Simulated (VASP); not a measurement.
# Sn (P6/mmm) in VASP: notebook

Runs on Sn. Level: PBE. Tasks: single point.

All numbers are computed with VASP 6.6.1; they aren't measurements. Logs are shortened: lines on timing, memory, paths and dates and some standing lists are left out, and cuts for length are marked.

**1. The cell of the first run**

The structure is hexagonal, space group P6/mmm (No. 191). Conventional cell: a = 2.410 Å, b = 2.410 Å, c = 2.265 Å, α = 90.00°, β = 90.00°, γ = 120.00°. Sn (site symmetry 6/mmm) has 8 Sn at 2.27 to 2.41 Å within 3.0 Å.

**2. Single point, PBE (volume scaled by 0.4)**

INCAR reads:

```
SYSTEM = Sn
PREC = Accurate
ENCUT = 520
EDIFF = 1E-6
ISMEAR = -1
SIGMA = 0.05
LREAL = .False.
LASPH = .True.
NELM = 60
ALGO = Normal
ISIF = 2
LWAVE = .False.
LCHARG = .False.
GGA = PE
NBANDS = 13
```

KPOINTS reads:

```
regular mesh
0
Gamma
  13 13 12
  0 0 0
```

POSCAR reads:

```
Sn
1.0
    2.4103666776      0.0000000000      0.0000000000
   -1.2051833388      2.0874387752      0.0000000000
    0.0000000000      0.0000000000      2.2651535849
Sn
1
Direct
    0.0000000000      0.0000000000      0.0000000000
```

Potentials or basis: VASP PAW PBE potentials, release 64 (Sn_d).

The run is started by

```
> cat potpaw_PBE.64/Sn_d/POTCAR > POTCAR
> mpirun -np 1 vasp_std > vasp.out
```

OUTCAR:

```text
SYSTEM = Sn
   PREC = Accurate
   ENCUT = 520
   EDIFF = 1E-6
   ISMEAR = -1
   LREAL = .False.
   LASPH = .True.
   NELM = 60
   ISIF = 2
   GGA = PE

 ion  position               nearest neighbor table
   1  0.000  0.000  0.000-

  LATTYP: Found a hexagonal cell.
 ALAT       =     2.4103666776
 C/A-ratio  =     0.9397547709

  Lattice vectors:

 A1 = (   2.4103666776,   0.0000000000,   0.0000000000)
 A2 = (  -1.2051833388,   2.0874387752,   0.0000000000)
 A3 = (   0.0000000000,   0.0000000000,   2.2651535849)

Analysis of symmetry for initial positions (statically):
=====================================================================
 Subroutine PRICEL returns:
 Original cell was already a primitive cell.

 Routine SETGRP: Setting up the symmetry group for a
 hexagonal supercell.

 Subroutine GETGRP returns: Found 24 space group operations
 (whereof 24 operations were pure point group operations)
 out of a pool of 24 trial point group operations.

The static configuration has the point symmetry D_6h.

Analysis of symmetry for dynamics (positions and initial velocities):
=====================================================================
 Subroutine PRICEL returns:
 Original cell was already a primitive cell.

 Routine SETGRP: Setting up the symmetry group for a
 hexagonal supercell.

 Subroutine GETGRP returns: Found 24 space group operations
 (whereof 24 operations were pure point group operations)
 out of a pool of 24 trial point group operations.

The dynamic configuration has the point symmetry D_6h.

 Subroutine INISYM returns: Found 24 space group operations
 (whereof 24 operations are pure point group operations),
 and found     1 'primitive' translations

----------------------------------------------------------------------------------------

                                     Primitive cell

  volume of cell :      11.3971

  direct lattice vectors                    reciprocal lattice vectors
     2.410366678  0.000000000  0.000000000     0.414874637  0.239527983  0.000000000
    -1.205183339  2.087438775  0.000000000     0.000000000  0.479055967  0.000000000
     0.000000000  0.000000000  2.265153585     0.000000000  0.000000000  0.441471169

  length of vectors
     2.410366678  2.410366678  2.265153585     0.479055967  0.479055967  0.441471169

  position of ions in fractional coordinates (direct lattice)
     0.000000000  0.000000000  0.000000000

  ion indices of the primitive-cell ions
   primitive index   ion index
                 1           1

----------------------------------------------------------------------------------------

 KPOINTS: regular mesh

Automatic generation of k-mesh.
 Grid dimensions read from file:
 generate k-points for:   13   13   12

 Generating k-lattice:

  Cartesian coordinates                     Fractional coordinates (reciprocal lattice)
     0.031913434  0.018425229  0.000000000     0.076923077  0.000000000  0.000000000
     0.000000000  0.036850459  0.000000000     0.000000000  0.076923077  0.000000000
     0.000000000  0.000000000  0.036789264     0.000000000  0.000000000  0.083333333

  Length of vectors
     0.036850459  0.036850459  0.036789264

  Shift w.r.t. Gamma in fractional coordinates (k-lattice)
     0.000000000  0.000000000  0.000000000

 Subroutine IBZKPT returns following result:
 ===========================================

 Found    147 irreducible k-points:

 Following reciprocal coordinates:
            Coordinates               Weight
  0.000000  0.000000  0.000000      1.000000
  0.076923 -0.000000  0.000000      6.000000
  0.153846  0.000000  0.000000      6.000000
  0.230769  0.000000  0.000000      6.000000
  0.307692  0.000000  0.000000      6.000000
  0.384615 -0.000000  0.000000      6.000000
[... 16 lines left out ...]
  0.076923 -0.000000  0.083333     12.000000
  0.153846  0.000000  0.083333     12.000000
 [... further k-points ...]
   k-points           NKPTS =    147   k-points in BZ     NKDIM =    147   number of bands    NBANDS=     13
   number of dos      NEDOS =    301   number of ions     NIONS =      1
   total plane-waves  NPLWV =   5832
   dimension x,y,z NGX =    18 NGY =   18 NGZ =   18
   dimension x,y,z NGXF=    36 NGYF=   36 NGZF=   36
   ions per type =               1
   NGX,Y,Z   is equivalent  to a cutoff of  12.41, 12.41, 13.21 a.u.
   NGXF,Y,Z  is equivalent  to a cutoff of  24.83, 24.83, 26.42 a.u.
 SYSTEM =  Sn
   PREC   = accura    normal or accurate (medium, high low for compatibility)
   ISTART =      0    job   : 0-new  1-cont  2-samecut
   ICHARG =      2    charge: 1-file 2-atom 10-const
   ISPIN  =      1    spin polarized calculation?
   LNONCOLLINEAR =      F non collinear calculations
   LSORBIT =      F    spin-orbit coupling
   LASPH  =      T    aspherical Exc in radial PAW
   ENCUT  =  520.0 eV  38.22 Ry    6.18 a.u.   4.48  4.48  4.21*2*pi/ulx,y,z
   NELM   =     60;   NELMIN=  2; NELMDL= -5     # of ELM steps
   EDIFF  = 0.1E-05   stopping-criterion for ELM
   LREAL  =      F    real-space projection
   EDIFFG = 0.1E-04   stopping-criterion for IOM
   NSW    =      0    number of steps for IOM
   IBRION =     -1    ionic relax: 0-MD 1-quasi-New 2-CG
   NFREE  =      0    steps in history (QN), initial steepest desc. (CG)
   ISIF   =      2    stress and relaxation
   ISYM   =      2    0-nonsym 1-usesym 2-fastsym
   POTIM  = 0.5000    time-step for ionic-motion
   TEBEG  =    0.0;   TEEND  =   0.0 temperature during run
   PSTRESS=    0.0 pullay stress
   NELECT =      14.0000    total number of electrons
   NUPDOWN=      -1.0000    fix difference up-down
   EMIN   =  10.00;   EMAX   =-10.00  energy-range for DOS
   EFERMI =   0.00;   METHOD = LEGACY
   ISMEAR =    -1;   SIGMA  =   0.05  broadening in eV -4-tet -1-fermi 0-gaus
   EFERMI_NEDOS =   21; number of points for ismear=-14 and -15
   IALGO  =     38    algorithm
   IMIX   =      4    mixing-type and parameters
     AMIX     =   0.40;   BMIX     =  1.00
     AMIX_MAG =   1.60;   BMIX_MAG =  1.00
  volume/ion in A,a.u.               =      11.40        76.91
  Fermi-wavevector in a.u.,A,eV,Ry     =   1.753286  3.313229 41.824452  3.074010
  Thomas-Fermi vector in A             =   2.823451
   LORBIT       =      0    0 simple, 1 ext, 2 COOP (PROOUT), +10 PAW based schemes
   GGA     = PE    functional components
   LHFCALC =     F    Hartree Fock is set to
   AEXX    =    0.0000 exact exchange contribution
   IVDW    =     0    specifies the selected vdW correction
   LEPSILON=     F    determine dielectric tensor
   LRPA    =     F    only Hartree local field effects (RPA)
 non-spin polarized calculation
  energy-cutoff  :      520.00
  volume of cell :       11.40
 maximum number of plane-waves:       332
 NGX is ok and might be reduce to    18
   NGX =  9   NGY =  9   NGZ =  9

 number of electron      13.9999995 magnetization

 Free energy of the ion-electron system (eV)
  ---------------------------------------------------
  ext. energy  EPLUGINS =         0.00000000
  ---------------------------------------------------
  free energy    TOTEN  =         4.77422294 eV

  energy without entropy =        4.77636781  energy(sigma->0) =        4.77529537

 E-fermi :  25.6208     XC(G=0): -15.1628

 val. band max:       25.5540698953   @ k =   0.3077   0.2308   0.3333
 cond. band min:      25.6662441592   @ k =   0.2308   0.0769   0.2500
 fundamental gap:      0.1121742639
 Fermi energy:        25.6207866591

 k-point     1 :       0.0000    0.0000    0.0000
  band No.  band energies     occupation
      1      -1.7212      2.00000
      2       0.0915      2.00000
      3       0.0915      2.00000
      4       2.0543      2.00000
      5       2.0543      2.00000
      6       3.6431      2.00000
      7      32.8815      0.00000
      8      34.0222      0.00000
      9      38.6262      0.00000
     10      38.6262      0.00000
     11      40.0601      0.00000
     12      43.8362      0.00000
     13      43.8362      0.00000

 k-point     2 :       0.0769   -0.0000    0.0000
  band No.  band energies     occupation
      1      -1.6661      2.00000
      2       0.0412      2.00000
      3       0.1980      2.00000
      4       1.9929      2.00000
      5       2.0413      2.00000
      6       3.8814      2.00000
      7      33.2198      0.00000
      8      33.7043      0.00000
      9      37.0404      0.00000
     10      37.5518      0.00000
     11      39.9144      0.00000
     12      44.9048      0.00000
     13      45.1104      0.00000

 k-point     3 :       0.1538    0.0000    0.0000
  band No.  band energies     occupation
      1      -1.5276      2.00000
      2      -0.1008      2.00000
      3       0.5001      2.00000
      4       1.8260      2.00000
      5       2.0055      2.00000
      6       4.6227      2.00000
      7      31.4285      0.00000
      8      34.2050      0.00000
      9      35.5338      0.00000
     10      35.9856      0.00000
     11      39.5015      0.00000
     12      46.7662      0.00000
     13      46.9027      0.00000
[... 305 lines left out ...]
 k-point    23 :       0.0769   -0.0000    0.0833
  band No.  band energies     occupation
      1      -1.5146      2.00000
      2       0.0568      2.00000
      3       0.2123      2.00000
      4       1.8976      2.00000
      5       1.9587      2.00000
      6       4.1338      2.00000
      7      31.1069      0.00000
      8      33.8655      0.00000
      9      37.3988      0.00000
     10      37.9364      0.00000
     11      41.9559      0.00000
     12      44.8681      0.00000
     13      44.9453      0.00000

 k-point    24 :       0.1538    0.0000    0.0833
  band No.  band energies     occupation
      1      -1.3689      2.00000
      2      -0.0788      2.00000
      3       0.5131      2.00000
      4       1.7058      2.00000
      5       1.9211      2.00000
      6       4.8858      2.00000
      7      31.5920      0.00000
      8      31.9318      0.00000
      9      35.8785      0.00000
     10      36.2211      0.00000
     11      41.7396      0.00000
     12      46.4820      0.00000
     13      46.8674      0.00000

 [... further k-points ...]
[... 5 lines left out ...]
  --------------------------------------------------------------------------------------
  -------------------------------------------------------------------------------------
  Total       27.4703526     27.4703526     27.5080633      0.0000000      0.0000000     -0.0000000
  in kB     3861.7157297   3861.7157295   3867.0170034      0.0000000      0.0000000     -0.0000000
  external PRESSURE =    3863.4828209 kB  Pullay stress =       0.0000000 kB

 VOLUME and BASIS-vectors are now :
 -----------------------------------------------------------------------------
  energy-cutoff  :      520.00
  volume of cell :       11.40
      direct lattice vectors                 reciprocal lattice vectors
     2.410366678  0.000000000  0.000000000     0.414874637  0.239527983  0.000000000
    -1.205183339  2.087438775  0.000000000     0.000000000  0.479055967  0.000000000
     0.000000000  0.000000000  2.265153585     0.000000000  0.000000000  0.441471169

 POSITION                                       TOTAL-FORCE (eV/Angst)
 -----------------------------------------------------------------------------------
      0.00000      0.00000      0.00000         0.000000      0.000000      0.000000
 -----------------------------------------------------------------------------------
    total drift:                               -0.000000      0.000000     -0.000000

  FREE ENERGIE OF THE ION-ELECTRON SYSTEM (eV)
  ---------------------------------------------------
  free  energy   TOTEN  =         4.7742229391 eV

  energy  without entropy=        4.7763678084  energy(sigma->0) =        4.77529537
```

It took 21 s on 1 thread of AMD EPYC 7R43 (Zen 3), shared host; peak memory 0.09 GiB.

What came out:

* Free energy: 4.7742 eV
* Pressure: 386.3 GPa
* Band gap on the k mesh: zero (band 7 reaches 33.22 eV, above the bottom of band 8 at 19.11 eV)

Caveat: spin-orbit coupling is left out, which moves the levels of the heavy elements.

**3. Single point, PBE (volume scaled by 0.4)**

INCAR reads:

```
ALGO = Normal
EDIFF = 1E-6
ENCUT = 520
GGA = PE
ISIF = 2
ISMEAR = -1
LASPH = T
LCHARG = T
LELF = T
LREAL = F
LVHAR = T
LWAVE = F
NBANDS = 13
NELM = 60
PREC = Accurate
SIGMA = 0.05
```

KPOINTS reads:

```
k-points
0
Gamma
  13 13 12
```

POSCAR is that of step 2.

Potentials or basis: VASP PAW PBE potentials, release 64 (Sn_d).

The run is started by

```
> cat potpaw_PBE.64/Sn_d/POTCAR > POTCAR
> mpirun -np 1 vasp_std > vasp.out
```

Run time: 26 s. Hardware: 1 thread of AMD EPYC 7R43 (Zen 3), shared host; peak memory 0.1 GiB.

Results (log left out):

```yaml
Free_energy: 4.7742 eV
Pressure: 386.3 GPa
Band_gap_on_the_k_mesh: zero (band 7 reaches 33.22 eV, above the bottom of band 8 at 19.11 eV)
```

Stress tensor (GPa, compression positive):
```
386.17   0.00   0.00
  0.00 386.17   0.00
  0.00   0.00 386.70
```

Levels at points of the mesh, in eV from the Fermi level:
```csv
k point,band 4,band 5,band 6,band 7,band 8,band 9,band 10,band 11
"(0.00, 0.00, 0.00)",-23.57,-23.57,-21.98,7.26,8.40,13.01,13.01,14.44
"(0.00, 0.00, 0.50)",-24.71,-24.71,-13.20,-11.67,11.93,14.64,16.07,16.07
```

Caveat: spin-orbit coupling is left out, which moves the levels of the heavy elements.

**4. Single point, PBE (volume scaled by 0.45)**

INCAR reads:

```
SYSTEM = Sn
PREC = Accurate
ENCUT = 520
EDIFF = 1E-7
ISMEAR = -1
SIGMA = 0.05
LREAL = .False.
LASPH = .True.
NELM = 60
ALGO = Normal
ISIF = 2
LWAVE = .False.
LCHARG = .False.
GGA = PE
NBANDS = 13
```

KPOINTS reads:

```
Automatic mesh
0
Gamma
  13 13 12
  0 0 0
```

POSCAR reads:

```
Sn
1.0
    2.5062722540      0.0000000000      0.0000000000
   -1.2531361270      2.1704954407      0.0000000000
    0.0000000000      0.0000000000      2.3570017961
Sn
1
Direct
    0.0000000000      0.0000000000      0.0000000000
```

The run is started by

```
> cat potpaw_PBE.64/Sn_d/POTCAR > POTCAR
> mpirun -np 1 vasp_std > vasp.out
```

Wall time 37 s (1 thread of AMD EPYC 7R43 (Zen 3), shared host); peak memory 0.1 GiB.

Results (log left out):

```
Free energy            : 1.9728 eV
Pressure               : 254.3 GPa
Band gap on the k mesh : zero (band 7 reaches 29.74 eV, above the bottom of band 8 at 16.37 eV)
```

Stress tensor (GPa, compression positive):
```
254.40   0.00   0.00
  0.00 254.40   0.00
  0.00   0.00 254.26
```

Levels at points of the mesh, in eV from the Fermi level:
```tsv
k point	band 4	band 5	band 6	band 7	band 8	band 9	band 10	band 11
(0.00, 0.00, 0.00)	-23.04	-23.04	-20.00	7.16	9.25	12.30	12.30	13.33
(0.00, 0.00, 0.50)	-23.90	-23.90	-11.72	-11.28	12.57	14.71	16.31	16.31
```

Caveat: spin-orbit coupling is left out, which moves the levels of the heavy elements.

**5. Single point, PBE (volume scaled by 0.55)**

INCAR reads:

```
PREC = Accurate ; ENCUT = 520
EDIFF = 1E-6 ; ISMEAR = -1
SIGMA = 0.05 ; LREAL = False
LASPH = True ; NELM = 60
ALGO = Normal ; ISIF = 2
LWAVE = False ; LCHARG = False
GGA = PE ; NBANDS = 13
```

KPOINTS reads:

```
Automatic mesh
0
Gamma
  13 13 12
```

POSCAR reads:

```
Sn
1.0
    2.6771598073      0.0000000000      0.0000000000
   -1.3385799036      2.3184884031      0.0000000000
    0.0000000000      0.0000000000      2.5247477227
Sn
1
Direct
    0.0000000000      0.0000000000      0.0000000000
```

The run is started by

```
> cat potpaw_PBE.64/Sn_d/POTCAR > POTCAR
> mpirun -np 1 vasp_std > vasp.out
```

It took 43 s on 1 thread of AMD EPYC 7R43 (Zen 3), shared host; peak memory 0.1 GiB.

The run converged. Its results:

* Free energy: -1.1633 eV
* Pressure: 117.7 GPa
* Band gap on the k mesh: zero (band 7 reaches 24.46 eV, above the bottom of band 8 at 12.59 eV)

Levels at points of the mesh, in eV from the Fermi level:
| k point | band 3 | band 4 | band 5 | band 6 | band 7 | band 8 | band 9 | band 10 | band 11 | band 12 |
| --- | --- | --- | --- | --- | --- | --- | --- | --- | --- | --- |
| (0.00, 0.00, 0.00) | -23.28 | -22.35 | -22.35 | -17.06 | 6.73 | 10.21 | 10.94 | 10.94 | 11.63 | 15.45 |
| (0.00, 0.00, 0.50) | -22.99 | -22.87 | -22.87 | -10.50 | -9.51 | 13.18 | 14.51 | 16.39 | 16.39 | 18.55 |

Caveat: spin-orbit coupling is left out, which moves the levels of the heavy elements.

**6. Overview**

```tsv
cell	gap on the mesh (eV)	pressure (GPa)
a = 2.410, b = 2.410, c = 2.265 Å, angles 90.0, 90.0, 120.0°, 1 atom	none	386.3
a = 2.506, b = 2.506, c = 2.357 Å, angles 90.0, 90.0, 120.0°, 1 atom	none	254.3
a = 2.677, b = 2.677, c = 2.525 Å, angles 90.0, 90.0, 120.0°, 1 atom	none	117.7
```

Alike in all rows: task single point; level PBE; potentials or basis VASP PAW PBE potentials, release 64 (Sn_d); no spin polarisation; k mesh 13 × 13 × 12; cutoff (eV) 520; smearing fermi-dirac 0.05 eV.

Caveats: spin-orbit coupling is left out, which moves the levels of the heavy elements.

Absolute energies hang on the potentials; compare differences alone.
